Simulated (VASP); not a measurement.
# FeNi3 (Fm-3m) in VASP: single point with LDA

Aim: the single point of FeNi3 with LDA.

Everything below comes from runs of VASP 6.6.1. Logs are shortened: lines on timing, memory, paths and dates and some standing lists are left out, and cuts for length are marked.

## Step 1: The cell of the first run

It takes space group Fm-3m (No. 225, cubic). Conventional cell: a = 5.581 Å, b = 5.581 Å, c = 5.581 Å, α = 90.00°, β = 90.00°, γ = 90.00°. Within 3.2 Å of Fe (site symmetry m-3m) lie 14 Ni at 2.42 to 2.79 Å. Within 3.2 Å of Ni (site symmetry -43m) lie 4 Fe at 2.42 Å and 10 Ni at 2.42 to 2.79 Å. Within 3.2 Å of Ni (site symmetry m-3m) lie 8 Ni at 2.42 Å and 6 Fe at 2.79 Å.

## Step 2: Single point, LDA, collinear spin, ferrimagnetic start

POSCAR

```
FeNi3
1.0
    0.0000000000      2.7903698700      2.7903698700
    2.7903698700      0.0000000000      2.7903698700
    2.7903698700      2.7903698700      0.0000000000
Fe Ni
1 3
Direct
    0.0000000000      0.0000000000      0.0000000000
    0.7500000009      0.7500000009      0.7500000009
    0.2500000009      0.2500000009      0.2500000009
    0.5000000000      0.5000000000      0.5000000000
```

INCAR.step1

```
PREC = Accurate
ENCUT = 520
EDIFF = 1E-6
ISMEAR = -1
SIGMA = 0.05
LREAL = F
LASPH = T
NELM = 150
ALGO = Normal
ISIF = 2
LWAVE = F
LCHARG = T
ISPIN = 2
MAGMOM = 4.5 -2 2 -2
LMAXMIX = 4
NBANDS = 31
```

KPOINTS.step1

```
regular mesh
0
Gamma
  8 8 8
```

INCAR.step2

```
PREC = Accurate
ENCUT = 520
EDIFF = 1E-6
ISMEAR = -5
SIGMA = 0.05
LREAL = F
LASPH = T
NELM = 150
ALGO = Normal
ISIF = 2
LWAVE = F
LCHARG = F
ISPIN = 2
MAGMOM = 4.5 -2 2 -2
LORBIT = 11
LMAXMIX = 4
NEDOS = 2001
ICHARG = 11
```

KPOINTS.step2

```
regular mesh
0
Gamma
  12 12 12
```

Potentials or basis: VASP PAW LDA potentials, release 64 (Fe, Ni).

Run with:

```
> cat potpaw_LDA.64/Fe/POTCAR potpaw_LDA.64/Ni/POTCAR > POTCAR
> cp INCAR.step1 INCAR
> cp KPOINTS.step1 KPOINTS
> mpirun -np 1 vasp_std > vasp.out
> cp INCAR.step2 INCAR
> cp KPOINTS.step2 KPOINTS
> mpirun -np 1 vasp_std > vasp.out
```

OUTCAR:

```text
PREC = Accurate
   ENCUT = 520
   EDIFF = 1E-6
   ISMEAR = -5
   LREAL = F
   LASPH = T
   NELM = 150
   ISIF = 2
   ISPIN = 2
   LORBIT = 11
   ICHARG = 11

 ion  position               nearest neighbor table
   1  0.000  0.000  0.000-   2 2.42   3 2.42   3 2.42   3 2.42   2 2.42   2 2.42   2 2.42   3 2.42
                             4 2.79   4 2.79   4 2.79   4 2.79   4 2.79   4 2.79
   2  0.750  0.750  0.750-   1 2.42   4 2.42   4 2.42   4 2.42   1 2.42   1 2.42   1 2.42   4 2.42
                             3 2.79   3 2.79   3 2.79   3 2.79   3 2.79   3 2.79
   3  0.250  0.250  0.250-   4 2.42   1 2.42   1 2.42   1 2.42   4 2.42   4 2.42   4 2.42   1 2.42
                             2 2.79   2 2.79   2 2.79   2 2.79   2 2.79   2 2.79
   4  0.500  0.500  0.500-   3 2.42   2 2.42   2 2.42   2 2.42   3 2.42   3 2.42   3 2.42   2 2.42
                             1 2.79   1 2.79   1 2.79   1 2.79   1 2.79   1 2.79

  LATTYP: Found a face centered cubic cell.
 ALAT       =     5.5807397400

  Lattice vectors:

 A1 = (   0.0000000000,   2.7903698700,   2.7903698700)
 A2 = (   2.7903698700,   0.0000000000,   2.7903698700)
 A3 = (   2.7903698700,   2.7903698700,   0.0000000000)

Analysis of symmetry for initial positions (statically):
=====================================================================
 Subroutine PRICEL returns:
 Original cell was already a primitive cell.

 Routine SETGRP: Setting up the symmetry group for a
 face centered cubic supercell.

 Subroutine GETGRP returns: Found 48 space group operations
 (whereof 48 operations were pure point group operations)
 out of a pool of 48 trial point group operations.

The static configuration has the point symmetry O_h .

Analysis of symmetry for dynamics (positions and initial velocities):
=====================================================================
 Subroutine PRICEL returns:
 Original cell was already a primitive cell.

 Routine SETGRP: Setting up the symmetry group for a
 face centered cubic supercell.

 Subroutine GETGRP returns: Found 48 space group operations
 (whereof 48 operations were pure point group operations)
 out of a pool of 48 trial point group operations.

The dynamic configuration has the point symmetry O_h .

Analysis of structural, dynamic, and magnetic symmetry:
=====================================================================
 Subroutine PRICEL returns:
 Original cell was already a primitive cell.

 Routine SETGRP: Setting up the symmetry group for a
 face centered cubic supercell.

 Subroutine GETGRP returns: Found 24 space group operations
 (whereof 24 operations were pure point group operations)
 out of a pool of 48 trial point group operations.

The overall configuration has the point symmetry T_d .

 Subroutine INISYM returns: Found 24 space group operations
 (whereof 24 operations are pure point group operations),
 and found     1 'primitive' translations

----------------------------------------------------------------------------------------

                                     Primitive cell

  volume of cell :      43.4526

  direct lattice vectors                    reciprocal lattice vectors
     0.000000000  2.790369870  2.790369870    -0.179187715  0.179187715  0.179187715
     2.790369870  0.000000000  2.790369870     0.179187715 -0.179187715  0.179187715
     2.790369870  2.790369870  0.000000000     0.179187715  0.179187715 -0.179187715

  length of vectors
     3.946178914  3.946178914  3.946178914     0.310362226  0.310362226  0.310362226

  position of ions in fractional coordinates (direct lattice)
     0.000000000  0.000000000  0.000000000
     0.750000001  0.750000001  0.750000001
     0.250000001  0.250000001  0.250000001
     0.500000000  0.500000000  0.500000000

  ion indices of the primitive-cell ions
   primitive index   ion index
                 1           1
                 2           2
                 3           3
                 4           4

----------------------------------------------------------------------------------------

 KPOINTS: regular mesh

Automatic generation of k-mesh.
 Grid dimensions read from file:
 generate k-points for:   12   12   12
[... 23 lines left out ...]
  0.000000  0.000000  0.000000      1.000000
  0.083333  0.000000  0.000000      8.000000
  0.166667  0.000000  0.000000      8.000000
  0.250000  0.000000  0.000000      8.000000
  0.333333  0.000000  0.000000      8.000000
  0.416667  0.000000  0.000000      8.000000
[... 16 lines left out ...]
  0.500000  0.166667  0.000000     24.000000
 -0.416667  0.166667  0.000000     24.000000
 [... further k-points ...]
   k-points           NKPTS =     72   k-points in BZ     NKDIM =     72   number of bands    NBANDS=     24
   number of dos      NEDOS =   2001   number of ions     NIONS =      4
   total plane-waves  NPLWV =  27000
   dimension x,y,z NGX =    30 NGY =   30 NGZ =   30
   dimension x,y,z NGXF=    60 NGYF=   60 NGZF=   60
   ions per type =               1   3
   NGX,Y,Z   is equivalent  to a cutoff of  12.64, 12.64, 12.64 a.u.
   NGXF,Y,Z  is equivalent  to a cutoff of  25.28, 25.28, 25.28 a.u.
 SYSTEM =  unknown system
   PREC   = accura    normal or accurate (medium, high low for compatibility)
   ISTART =      0    job   : 0-new  1-cont  2-samecut
   ICHARG =     11    charge: 1-file 2-atom 10-const
   ISPIN  =      2    spin polarized calculation?
   LNONCOLLINEAR =      F non collinear calculations
   LSORBIT =      F    spin-orbit coupling
   LASPH  =      T    aspherical Exc in radial PAW
   ENCUT  =  520.0 eV  38.22 Ry    6.18 a.u.   7.34  7.34  7.34*2*pi/ulx,y,z
   NELM   =    150;   NELMIN=  2; NELMDL=  0     # of ELM steps
   EDIFF  = 0.1E-05   stopping-criterion for ELM
   LREAL  =      F    real-space projection
   EDIFFG = 0.1E-04   stopping-criterion for IOM
   NSW    =      0    number of steps for IOM
   IBRION =     -1    ionic relax: 0-MD 1-quasi-New 2-CG
   NFREE  =      0    steps in history (QN), initial steepest desc. (CG)
   ISIF   =      2    stress and relaxation
   ISYM   =      2    0-nonsym 1-usesym 2-fastsym
   POTIM  = 0.5000    time-step for ionic-motion
   TEBEG  =    0.0;   TEEND  =   0.0 temperature during run
   PSTRESS=    0.0 pullay stress
   NELECT =      38.0000    total number of electrons
   NUPDOWN=      -1.0000    fix difference up-down
   EMIN   =  10.00;   EMAX   =-10.00  energy-range for DOS
   EFERMI =   0.00;   METHOD = LEGACY
   ISMEAR =    -5;   SIGMA  =   0.05  broadening in eV -4-tet -1-fermi 0-gaus
   EFERMI_NEDOS =   21; number of points for ismear=-14 and -15
   IALGO  =     38    algorithm
   IMIX   =      4    mixing-type and parameters
     AMIX     =   0.40;   BMIX     =  1.00
     AMIX_MAG =   1.60;   BMIX_MAG =  1.00
  volume/ion in A,a.u.               =      10.86        73.31
  Fermi-wavevector in a.u.,A,eV,Ry     =   1.565540  2.958442 33.346743  2.450916
  Thomas-Fermi vector in A             =   2.668001
   LORBIT       =     11    0 simple, 1 ext, 2 COOP (PROOUT), +10 PAW based schemes
   GGA     = CA    functional components
   LHFCALC =     F    Hartree Fock is set to
   AEXX    =    0.0000 exact exchange contribution
   IVDW    =     0    specifies the selected vdW correction
   LEPSILON=     F    determine dielectric tensor
   LRPA    =     F    only Hartree local field effects (RPA)
 spin polarized calculation
 Fermi weights with tetrahedron method with Bloechl corrections
  energy-cutoff  :      520.00
  volume of cell :       43.45
 maximum number of plane-waves:      1211
 NGX is ok and might be reduce to    30

 number of electron      38.0000020 magnetization       4.2157439

 Free energy of the ion-electron system (eV)
  ---------------------------------------------------
  ext. energy  EPLUGINS =         0.00000000
  ---------------------------------------------------
  free energy    TOTEN  =       -28.65344824 eV

  energy without entropy =      -28.65344824  energy(sigma->0) =      -28.65344824

 E-fermi :   8.4125     XC(G=0): -13.6279

 val. band max:        8.5290445104   @ k =  -0.2500   0.5000   0.2500
 cond. band min:       8.3256509175   @ k =  -0.3333   0.4167   0.1667
 fundamental gap:     -0.2033935929
 Fermi energy:         8.4124844971

 spin component 1

 k-point     1 :       0.0000    0.0000    0.0000
  band No.  band energies     occupation
      1      -0.6289      1.00000
      2       3.7669      1.00000
      3       3.7669      1.00000
      4       4.8811      1.00000
      5       4.8811      1.00000
      6       4.8811      1.00000
[... 637 lines left out ...]
     23      11.7143      0.00000
     24      12.8047      0.00000

 [... further k-points ...]

 spin component 2

 k-point     1 :       0.0000    0.0000    0.0000
  band No.  band energies     occupation
      1      -0.4742      1.00000
      2       4.5367      1.00000
      3       4.5367      1.00000
      4       5.5947      1.00000
      5       5.5947      1.00000
      6       5.5947      1.00000
[... 637 lines left out ...]
     23      12.4061      0.00000
     24      13.3508      0.00000

 [... further k-points ...]

------------------------ aborting loop because EDIFF is reached ----------------------------------------

  FORCE on cell =-STRESS in cart. coord.  units (eV):
  Direction    XX          YY          ZZ          XY          YZ          ZX
  --------------------------------------------------------------------------------------
  -------------------------------------------------------------------------------------
  Total       -2.8807647     -2.8807647     -2.8807647      0.0000000      0.0000000      0.0000000
  in kB     -106.2192045   -106.2192045   -106.2192045      0.0000000      0.0000000      0.0000000
  external PRESSURE =    -106.2192045 kB  Pullay stress =       0.0000000 kB

 VOLUME and BASIS-vectors are now :
 -----------------------------------------------------------------------------
  energy-cutoff  :      520.00
  volume of cell :       43.45
      direct lattice vectors                 reciprocal lattice vectors
     0.000000000  2.790369870  2.790369870    -0.179187715  0.179187715  0.179187715
     2.790369870  0.000000000  2.790369870     0.179187715 -0.179187715  0.179187715
     2.790369870  2.790369870  0.000000000     0.179187715  0.179187715 -0.179187715

 POSITION                                       TOTAL-FORCE (eV/Angst)
 -----------------------------------------------------------------------------------
      0.00000      0.00000      0.00000        -0.000000     -0.000000     -0.000000
      4.18555      4.18555      4.18555         0.000000      0.000000      0.000000
      1.39518      1.39518      1.39518        -0.000000     -0.000000      0.000000
      2.79037      2.79037      2.79037        -0.000000     -0.000000     -0.000000
 -----------------------------------------------------------------------------------
    total drift:                                0.000018      0.000018      0.000018

  FREE ENERGIE OF THE ION-ELECTRON SYSTEM (eV)
  ---------------------------------------------------
  free  energy   TOTEN  =       -28.6534482437 eV

  energy  without entropy=      -28.6534482437  energy(sigma->0) =      -28.65344824

 total charge

# of ion       s       p       d       tot
------------------------------------------
    1        0.476   0.510   6.170   7.157
    2        0.516   0.522   8.354   9.392
    3        0.516   0.522   8.354   9.392
    4        0.498   0.506   8.398   9.402
--------------------------------------------------
tot          2.006   2.060  31.276  35.343

 magnetization (x)

# of ion       s       p       d       tot
------------------------------------------
    1        0.005  -0.000   2.684   2.689
    2       -0.006  -0.026   0.626   0.594
    3       -0.007  -0.025   0.626   0.594
    4       -0.014  -0.025   0.313   0.274
--------------------------------------------------
tot         -0.022  -0.076   4.247   4.150
```

It took 2.7 min on 1 thread of AMD EPYC 7R43 (Zen 3), shared host; peak memory 0.2 GiB.

Results:

| Quantity | Value |
| --- | --- |
| Net moment | 4.22 μB per cell |
| Site moments | Fe +2.69; Ni +0.59, +0.27 (each value once) μB |
| Valence electrons inside the program's atomic spheres | Fe 7.16; Ni 9.39, 9.40 (each value once) |

Caveat: tetrahedron occupations give inexact forces and stress in metals.
